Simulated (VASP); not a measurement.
Mg:

```
CELL_PARAMETERS angstrom
3.17683 0.00000 0.00000
-1.58841 2.75121 0.00000
0.00000 0.00000 10.31886
ATOMIC_POSITIONS crystal
Mg 0.66667 0.33333 0.75000
Mg 0.00000 0.00000 0.50000
Mg 0.33333 0.66667 0.25000
Mg 0.00000 0.00000 0.00000
```

- Program: VASP 6.6.1
- Task: relaxation of cell and atoms
- Functional: RPBE
- Dispersion: D3(BJ)
- Potentials or basis: VASP PAW PBE potentials, release 64 (Mg)
- Cutoff: 600 eV
- k mesh: 10 × 10 × 3
- Occupations: fermi-dirac, width 0.05 eV
- Spin: no spin polarisation

At the start: pressure -12.5 GPa; volume 22.55 Å³/atom.

How do energy, volume and symmetry change on relaxing?

Over 7 steps the energy falls by 291.4 meV/atom and the volume is 16.80 Å³/atom (-25.5 %); space group P6_3/mmc (No. 194, to 0.05 Å).

Step by step:
| step | energy change (eV) | largest force (eV/Å) | pressure (GPa) | volume (Å³) |
| --- | --- | --- | --- | --- |
| 1 | 0.0000 | 0.0000 | -12.54 | 90.19 |
| 2 | -1.1529 | 0.0000 | -2.02 | 69.06 |
| 3 | -1.1647 | 0.0000 | -0.18 | 67.36 |
| 4 | -1.1645 | 0.0000 | 0.31 | 66.95 |
| 5 | -1.1656 | 0.0000 | -0.07 | 67.26 |
| 6 | -1.1656 | 0.0000 | -0.06 | 67.26 |
| 7 | -1.1656 | 0.0000 | 0.01 | 67.20 |

Final structure:
```yaml
crystal:
  lattice:
    - [2.87965, 0.00000, 0.00000]
    - [-1.43983, 2.49385, 0.00000]
    - [0.00000, 0.00000, 9.35742]
  atoms:
    - { symbol: Mg, position: [0.66667, 0.33333, 0.75000] }
    - { symbol: Mg, position: [0.00000, 0.00000, 0.50000] }
    - { symbol: Mg, position: [0.33333, 0.66667, 0.25000] }
    - { symbol: Mg, position: [0.00000, 0.00000, 0.00000] }
```

Caveat: the volume moved by over 15 % at a fixed basis, so the end points are rough; the PAW data sets were made with another functional, which shifts forces and pressure a little; pairwise dispersion overbinds metals, which lowers pressure and volume.
